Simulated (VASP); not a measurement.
# TiAl (Pm-3m) in VASP: further runs

The runs below take TiAl through single point, with LDA, PBE0.

All numbers are computed with VASP 6.6.1; they aren't measurements. Logs are shortened: lines on timing, memory, paths and dates and some standing lists are left out, and cuts for length are marked.

### 1 The cell of the first run

The structure is cubic, space group Pm-3m (No. 221). Conventional cell: a = 3.425 Å, b = 3.425 Å, c = 3.425 Å, α = 90.00°, β = 90.00°, γ = 90.00°. Ti (site symmetry m-3m) has 8 Al at 2.97 Å and 6 Ti at 3.42 Å within 3.9 Å. Al (site symmetry m-3m) has 8 Ti at 2.97 Å and 6 Al at 3.42 Å within 3.9 Å.

### 2 Single point, LDA (20.08 Å³/atom)

Contents of INCAR:

```
PREC = Accurate
ENCUT = 500
EDIFF = 1E-6
ISMEAR = -5
SIGMA = 0.1
LREAL = False
LASPH = True
NELM = 120
ALGO = Normal
ISIF = 2
LWAVE = False
LCHARG = False
GGA = CA
NBANDS = 14
GGA_COMPAT = False
```

Contents of KPOINTS:

```
regular mesh
0
Gamma
  8 8 8
```

Contents of POSCAR:

```
TiAl
1.0
    3.4245428817      0.0000000000      0.0000000000
    0.0000000000      3.4245428817      0.0000000000
    0.0000000000      0.0000000000      3.4245428817
Ti Al
1 1
Direct
    0.0000000000      0.0000000000      0.0000000000
    0.5000000000      0.5000000000      0.5000000000
```

Potentials or basis: VASP PAW LDA potentials, release 64 (Ti_sv, Al).

The run is started by

```console
cat potpaw_LDA.64/Ti_sv/POTCAR potpaw_LDA.64/Al/POTCAR > POTCAR
mpirun -np 1 vasp_std > vasp.out
```

OUTCAR:

```text
PREC = Accurate
   ENCUT = 500
   EDIFF = 1E-6
   ISMEAR = -5
   LREAL = False
   LASPH = True
   NELM = 120
   ISIF = 2
   GGA = CA

 ion  position               nearest neighbor table
   1  0.000  0.000  0.000-   2 2.97   2 2.97   2 2.97   2 2.97   2 2.97   2 2.97   2 2.97   2 2.97

   2  0.500  0.500  0.500-   1 2.97   1 2.97   1 2.97   1 2.97   1 2.97   1 2.97   1 2.97   1 2.97

  LATTYP: Found a simple cubic cell.
 ALAT       =     3.4245428817

  Lattice vectors:

 A1 = (   3.4245428817,   0.0000000000,   0.0000000000)
 A2 = (   0.0000000000,   3.4245428817,   0.0000000000)
 A3 = (   0.0000000000,   0.0000000000,   3.4245428817)

Analysis of symmetry for initial positions (statically):
=====================================================================
 Subroutine PRICEL returns:
 Original cell was already a primitive cell.

 Routine SETGRP: Setting up the symmetry group for a
 simple cubic supercell.

 Subroutine GETGRP returns: Found 48 space group operations
 (whereof 48 operations were pure point group operations)
 out of a pool of 48 trial point group operations.

The static configuration has the point symmetry O_h .

Analysis of symmetry for dynamics (positions and initial velocities):
=====================================================================
 Subroutine PRICEL returns:
 Original cell was already a primitive cell.

 Routine SETGRP: Setting up the symmetry group for a
 simple cubic supercell.

 Subroutine GETGRP returns: Found 48 space group operations
 (whereof 48 operations were pure point group operations)
 out of a pool of 48 trial point group operations.

The dynamic configuration has the point symmetry O_h .

 Subroutine INISYM returns: Found 48 space group operations
 (whereof 48 operations are pure point group operations),
 and found     1 'primitive' translations

----------------------------------------------------------------------------------------

                                     Primitive cell

  volume of cell :      40.1613

  direct lattice vectors                    reciprocal lattice vectors
     3.424542882  0.000000000  0.000000000     0.292009776  0.000000000  0.000000000
     0.000000000  3.424542882  0.000000000     0.000000000  0.292009776  0.000000000
     0.000000000  0.000000000  3.424542882     0.000000000  0.000000000  0.292009776

  length of vectors
     3.424542882  3.424542882  3.424542882     0.292009776  0.292009776  0.292009776

  position of ions in fractional coordinates (direct lattice)
     0.000000000  0.000000000  0.000000000
     0.500000000  0.500000000  0.500000000

  ion indices of the primitive-cell ions
   primitive index   ion index
                 1           1
                 2           2

----------------------------------------------------------------------------------------

 KPOINTS: regular mesh

Automatic generation of k-mesh.
 Grid dimensions read from file:
 generate k-points for:    8    8    8

 Generating k-lattice:

  Cartesian coordinates                     Fractional coordinates (reciprocal lattice)
     0.036501222  0.000000000  0.000000000     0.125000000  0.000000000  0.000000000
     0.000000000  0.036501222  0.000000000     0.000000000  0.125000000  0.000000000
     0.000000000  0.000000000  0.036501222     0.000000000  0.000000000  0.125000000

  Length of vectors
     0.036501222  0.036501222  0.036501222

  Shift w.r.t. Gamma in fractional coordinates (k-lattice)
     0.000000000  0.000000000  0.000000000

 TETIRR: Found    250 inequivalent tetrahedra from     3072

 Subroutine IBZKPT returns following result:
 ===========================================

 Found     35 irreducible k-points:

 Following reciprocal coordinates:
            Coordinates               Weight
  0.000000  0.000000  0.000000      1.000000
  0.125000  0.000000  0.000000      6.000000
  0.250000  0.000000  0.000000      6.000000
  0.375000  0.000000  0.000000      6.000000
  0.500000  0.000000  0.000000      3.000000
  0.125000  0.125000  0.000000     12.000000
[... 16 lines left out ...]
  0.375000  0.375000  0.125000     24.000000
  0.500000  0.375000  0.125000     24.000000
 [... further k-points ...]
   k-points           NKPTS =     35   k-points in BZ     NKDIM =     35   number of bands    NBANDS=     14
   number of dos      NEDOS =    301   number of ions     NIONS =      2
   total plane-waves  NPLWV =  21952
   dimension x,y,z NGX =    28 NGY =   28 NGZ =   28
   dimension x,y,z NGXF=    56 NGYF=   56 NGZF=   56
   ions per type =               1   1
   NGX,Y,Z   is equivalent  to a cutoff of  13.59, 13.59, 13.59 a.u.
   NGXF,Y,Z  is equivalent  to a cutoff of  27.19, 27.19, 27.19 a.u.
 SYSTEM =  unknown system
   PREC   = accura    normal or accurate (medium, high low for compatibility)
   ISTART =      0    job   : 0-new  1-cont  2-samecut
   ICHARG =      2    charge: 1-file 2-atom 10-const
   ISPIN  =      1    spin polarized calculation?
   LNONCOLLINEAR =      F non collinear calculations
   LSORBIT =      F    spin-orbit coupling
   LASPH  =      T    aspherical Exc in radial PAW
   ENCUT  =  500.0 eV  36.75 Ry    6.06 a.u.   6.24  6.24  6.24*2*pi/ulx,y,z
   NELM   =    120;   NELMIN=  2; NELMDL= -5     # of ELM steps
   EDIFF  = 0.1E-05   stopping-criterion for ELM
   LREAL  =      F    real-space projection
   EDIFFG = 0.1E-04   stopping-criterion for IOM
   NSW    =      0    number of steps for IOM
   IBRION =     -1    ionic relax: 0-MD 1-quasi-New 2-CG
   NFREE  =      0    steps in history (QN), initial steepest desc. (CG)
   ISIF   =      2    stress and relaxation
   ISYM   =      2    0-nonsym 1-usesym 2-fastsym
   POTIM  = 0.5000    time-step for ionic-motion
   TEBEG  =    0.0;   TEEND  =   0.0 temperature during run
   PSTRESS=    0.0 pullay stress
   NELECT =      15.0000    total number of electrons
   NUPDOWN=      -1.0000    fix difference up-down
   EMIN   =  10.00;   EMAX   =-10.00  energy-range for DOS
   EFERMI =   0.00;   METHOD = LEGACY
   ISMEAR =    -5;   SIGMA  =   0.10  broadening in eV -4-tet -1-fermi 0-gaus
   EFERMI_NEDOS =   21; number of points for ismear=-14 and -15
   IALGO  =     38    algorithm
   IMIX   =      4    mixing-type and parameters
     AMIX     =   0.40;   BMIX     =  1.00
     AMIX_MAG =   1.60;   BMIX_MAG =  1.00
  volume/ion in A,a.u.               =      20.08       135.51
  Fermi-wavevector in a.u.,A,eV,Ry     =   1.178970  2.227930 18.911684  1.389970
  Thomas-Fermi vector in A             =   2.315289
   LORBIT       =      0    0 simple, 1 ext, 2 COOP (PROOUT), +10 PAW based schemes
   GGA     = CA    functional components
   LHFCALC =     F    Hartree Fock is set to
   AEXX    =    0.0000 exact exchange contribution
   IVDW    =     0    specifies the selected vdW correction
   LEPSILON=     F    determine dielectric tensor
   LRPA    =     F    only Hartree local field effects (RPA)
 non-spin polarized calculation
 Fermi weights with tetrahedron method with Bloechl corrections
  energy-cutoff  :      500.00
  volume of cell :       40.16
 maximum number of plane-waves:      1064
 NGX is ok and might be reduce to    28
   NGX = 13   NGY = 13   NGZ = 13

 number of electron      15.0000001 magnetization

 Free energy of the ion-electron system (eV)
  ---------------------------------------------------
  ext. energy  EPLUGINS =         0.00000000
  ---------------------------------------------------
  free energy    TOTEN  =       -12.55904420 eV

  energy without entropy =      -12.55904420  energy(sigma->0) =      -12.55904420

 E-fermi :   6.3418     XC(G=0): -10.3772

 val. band max:        6.3478232226   @ k =   0.3750   0.2500   0.1250
 cond. band min:       6.3347015347   @ k =   0.3750   0.1250   0.1250
 fundamental gap:     -0.0131216879
 Fermi energy:         6.3417711831

 k-point     1 :       0.0000    0.0000    0.0000
  band No.  band energies     occupation
      1     -50.2555      2.00000
      2     -26.8481      2.00000
      3     -26.8481      2.00000
      4     -26.8481      2.00000
      5      -1.8628      2.00000
      6       5.3792      2.00000
      7       5.3792      2.00000
      8       7.6385      0.00000
      9       7.6385      0.00000
     10       7.6385      0.00000
     11       9.8574      0.00000
     12       9.8574      0.00000
     13       9.8574      0.00000
     14      14.1251      0.00000

 k-point     2 :       0.1250    0.0000    0.0000
  band No.  band energies     occupation
      1     -50.2547      2.00000
      2     -26.8592      2.00000
      3     -26.8472      2.00000
      4     -26.8472      2.00000
      5      -1.6569      2.00000
      6       5.2161      2.00000
      7       5.4583      2.00000
      8       7.3597      0.00000
      9       7.3597      0.00000
     10       7.6583      0.00000
     11       9.0283      0.00000
     12      10.3072      0.00000
     13      10.3072      0.00000
     14      13.9453      0.00000

 k-point     3 :       0.2500    0.0000    0.0000
  band No.  band energies     occupation
      1     -50.2528      2.00000
      2     -26.8857      2.00000
      3     -26.8449      2.00000
      4     -26.8449      2.00000
      5      -1.0538      2.00000
      6       4.3939      2.00000
      7       5.6623      2.00000
      8       6.8854     -0.00139
      9       6.8854      0.00000
     10       7.7065      0.00000
     11       8.3072      0.00000
     12      11.3102      0.00000
     13      11.3102      0.00000
     14      13.4821      0.00000

 k-point     4 :       0.3750    0.0000    0.0000
  band No.  band energies     occupation
      1     -50.2508      2.00000
      2     -26.9121      2.00000
      3     -26.8426      2.00000
      4     -26.8426      2.00000
      5      -0.1090      2.00000
      6       2.9662      2.00000
      7       5.8894      2.00000
      8       6.5349     -0.10153
      9       6.5349      0.00000
     10       7.7557      0.00000
     11       8.3738      0.00000
     12      12.5815      0.00000
     13      12.5815      0.00000
     14      12.9800      0.00000

 k-point     5 :       0.5000    0.0000    0.0000
  band No.  band energies     occupation
      1     -50.2500      2.00000
      2     -26.9231      2.00000
      3     -26.8417      2.00000
      4     -26.8417      2.00000
      5       0.7474      2.00000
      6       1.8910      2.00000
      7       5.9919      2.00000
      8       6.4098      0.58937
      9       6.4098      0.00000
     10       7.7763      0.00000
     11       8.5137      0.00000
[... 276 lines left out ...]
 k-point    22 :       0.5000    0.2500    0.1250
  band No.  band energies     occupation
      1     -50.2466      2.00000
      2     -26.9171      2.00000
      3     -26.8768      2.00000
      4     -26.8490      2.00000
      5       1.3306      2.00000
      6       2.9031      2.00000
      7       5.3668      2.00000
      8       6.2288      2.05936
      9       6.8115      0.00000
     10       7.0919      0.00000
     11       8.5100      0.00000
     12      10.3842      0.00000
     13      11.5633      0.00000
     14      12.1423      0.00000

 k-point    23 :       0.3750    0.3750    0.1250
  band No.  band energies     occupation
      1     -50.2455      2.00000
      2     -26.9037      2.00000
      3     -26.9030      2.00000
      4     -26.8476      2.00000
      5       1.3572      2.00000
      6       4.1110      2.00000
      7       4.5521      2.00000
      8       6.1289      2.16937
      9       6.8670      0.00000
     10       7.0534      0.00000
     11       8.5534      0.00000
     12       9.4008      0.00000
     13      10.9082      0.00000
     14      12.1638      0.00000

 k-point    24 :       0.5000    0.3750    0.1250
  band No.  band energies     occupation
      1     -50.2447      2.00000
      2     -26.9139      2.00000
      3     -26.9021      2.00000
      4     -26.8466      2.00000
      5       1.7876      2.00000
      6       3.7540      2.00000
      7       4.7260      2.00000
      8       5.9118      2.14081
      9       7.0171      0.00000
     10       7.0429      0.00000
     11       8.4334      0.00000
     12       9.4757      0.00000
     13      10.2398      0.00000
     14      12.3267      0.00000

 [... further k-points ...]

------------------------ aborting loop because EDIFF is reached ----------------------------------------

  FORCE on cell =-STRESS in cart. coord.  units (eV):
  Direction    XX          YY          ZZ          XY          YZ          ZX
  --------------------------------------------------------------------------------------
  -------------------------------------------------------------------------------------
  Total       -4.9490899     -4.9490899     -4.9490899      0.0000000     -0.0000000      0.0000000
  in kB     -197.4367974   -197.4367974   -197.4367974      0.0000000     -0.0000000      0.0000000
  external PRESSURE =    -197.4367974 kB  Pullay stress =       0.0000000 kB

 VOLUME and BASIS-vectors are now :
 -----------------------------------------------------------------------------
  energy-cutoff  :      500.00
  volume of cell :       40.16
      direct lattice vectors                 reciprocal lattice vectors
     3.424542882  0.000000000  0.000000000     0.292009776  0.000000000  0.000000000
     0.000000000  3.424542882  0.000000000     0.000000000  0.292009776  0.000000000
     0.000000000  0.000000000  3.424542882     0.000000000  0.000000000  0.292009776

 POSITION                                       TOTAL-FORCE (eV/Angst)
 -----------------------------------------------------------------------------------
      0.00000      0.00000      0.00000         0.000000      0.000000      0.000000
      1.71227      1.71227      1.71227         0.000000      0.000000      0.000000
 -----------------------------------------------------------------------------------
    total drift:                               -0.000000     -0.000000     -0.000000

  FREE ENERGIE OF THE ION-ELECTRON SYSTEM (eV)
  ---------------------------------------------------
  free  energy   TOTEN  =       -12.5590442006 eV

  energy  without entropy=      -12.5590442006  energy(sigma->0) =      -12.55904420
```

It took 14 s on 1 thread of Intel Xeon 6975P-C (Granite Rapids), shared host; peak memory 0.14 GiB.

Results:

```
Free energy            : -12.5590 eV
Pressure               : -19.7 GPa
Band gap on the k mesh : zero (an odd number of electrons rules out a gap without spin polarisation)
```

Caveat: the cell stands under tension; tetrahedron occupations give inexact forces and stress in metals.

(Continued in part 2 of 3.)
